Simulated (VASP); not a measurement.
The system is Na4AgS3.

```
Na Ag S
1.0
    -0.01082    3.58732    3.52986
    -0.00418    3.60811   -3.55065
   -10.10850    0.02118    0.00938
Na Ag S
4 1 3
Direct
  0.87537 0.63625 0.83935
  0.35492 0.13981 0.15786
  0.35977 0.13285 0.84030
  0.85535 0.63460 0.16081
  0.86357 0.12784 0.50032
  0.87929 0.13967 0.26789
  0.87064 0.12561 0.73159
  0.36469 0.63977 0.00188
```

* Program: VASP 6.6.1
* Task: relaxation of cell and atoms
* Functional: PBE
* Potentials or basis: VASP PAW PBE potentials, release 64 (Na_pv, Ag, S)
* Cutoff: 600 eV
* k mesh: 4 × 4 × 2
* Occupations: gaussian, width 0.2 eV
* Spin: no spin polarisation

At the start: pressure -0.8 GPa; volume 32.19 Å³/atom.

Task: Where does the relaxation end?

Result: Over 12 steps the energy falls by 8.8 meV/atom and the volume is 31.08 Å³/atom (-3.4 %); space group C2 (No. 5, to 0.1 Å) before, P4/mmm (No. 123, to 0.1 Å).

The path:
| step | energy change (eV) | largest force (eV/Å) | pressure (GPa) | volume (Å³) |
| --- | --- | --- | --- | --- |
| 1 | 0.0000 | 0.5394 | -0.80 | 257.50 |
| 2 | -0.0440 | 0.2830 | -0.21 | 251.53 |
| 3 | -0.0474 | 0.3328 | 0.03 | 249.42 |
| 4 | -0.0616 | 0.1556 | 0.08 | 247.97 |
| 5 | -0.0656 | 0.0703 | 0.13 | 246.69 |
| 6 | -0.0674 | 0.0453 | 0.05 | 247.67 |
| 7 | -0.0680 | 0.1054 | -0.04 | 248.67 |
| 8 | -0.0690 | 0.0438 | -0.05 | 249.09 |
| 9 | -0.0691 | 0.0517 | -0.05 | 249.20 |
| 10 | -0.0697 | 0.0426 | -0.01 | 248.89 |
| 11 | -0.0704 | 0.0257 | 0.05 | 248.17 |
| 12 | -0.0706 | 0.0186 | -0.01 | 248.64 |

Final structure:
```
Na Ag S
1.0
    -0.00323    3.52699    3.53349
     0.01609    3.53132   -3.53778
    -9.96340   -0.01716    0.02740
Na Ag S
4 1 3
Direct
  0.86853 0.63227 0.83768
  0.36432 0.13860 0.16190
  0.36662 0.13300 0.83747
  0.86187 0.63689 0.16313
  0.86575 0.13190 0.50002
  0.86458 0.13815 0.26908
  0.86658 0.13039 0.73097
  0.36534 0.63520 0.99974
```
